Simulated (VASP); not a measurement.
Wanted: the native input for a VASP 6.6.1 run.

```yaml
Task: single point
Functional: PBE0
Potentials_or_basis: VASP PAW PBE potentials, release 64 (Li_sv)
Cutoff: 520 eV
k_mesh: 5 × 5 × 3
Occupations: methfessel-paxton, width 0.1 eV
Spin: no spin polarisation
Dipole_correction: no
Grid_for_exact_exchange_PRECFOCK: Normal
Further_INCAR_settings: ALGO = Normal; EDIFF = 1e-07; NBANDS = 10
Share_of_exact_exchange: 0.25
```

The system is Li.

```
Li
1.0
     3.02645    0.01784   -0.01745
    -1.49821    2.65204   -0.07769
    -0.02582   -0.16574    5.08184
Li
2
Direct
  0.66938 0.32870 0.74982
  0.33062 0.67130 0.25018
```

This cell differs from its parent crystal: the cell strained at random.

These files were run (other wordings do the same):

POSCAR

```
Li
1.0
    3.0264455332      0.0178390490     -0.0174480123
   -1.4982119416      2.6520426577     -0.0776893515
   -0.0258214035     -0.1657439911      5.0818442849
Li
2
Direct
    0.6693771861      0.3286980887      0.7498177719
    0.3306228139      0.6713019113      0.2501822281
```

INCAR.step1

```
ALGO = Normal
EDIFF = 1E-5
ENCUT = 520
GGA = PE
ISIF = 2
ISMEAR = 1
LASPH = T
LCHARG = F
LREAL = F
LWAVE = T
NBANDS = 10
NELM = 100
PREC = Accurate
SIGMA = 0.1
```

INCAR.step2

```
AEXX = 0.25
ALGO = Normal
EDIFF = 1E-7
ENCUT = 520
GGA = PE
ISIF = 2
ISMEAR = 1
ISTART = 1
LASPH = T
LCHARG = F
LHFCALC = T
LREAL = F
LWAVE = F
NBANDS = 10
NELM = 100
PREC = Accurate
PRECFOCK = Normal
SIGMA = 0.1
```

KPOINTS

```
k-points
0
Gamma
  5 5 3
```

Potentials or basis: VASP PAW PBE potentials, release 64 (Li_sv).

Command:

```console
$ cat potpaw_PBE.64/Li_sv/POTCAR > POTCAR
$ cp INCAR.step1 INCAR
$ mpirun -np 1 vasp_std > vasp.out
$ cp INCAR.step2 INCAR
$ mpirun -np 1 vasp_std > vasp.out
```

It gave:

```
Band gap on the k mesh : zero (bands 3 and 4 overlap by 4.01 eV)
```

Caveat: the k points lie up to 0.48 Å⁻¹ apart, too coarse for converged energies and pressures of a metal; the cell differs from its parent crystal (the cell strained at random).

It took 4 min on 1 thread of Intel(R) Xeon(R) Platinum 8259CL CPU @ 2.50GHz (Skylake/Cascade Lake), with other jobs on the host, peak memory 0.16 GiB.
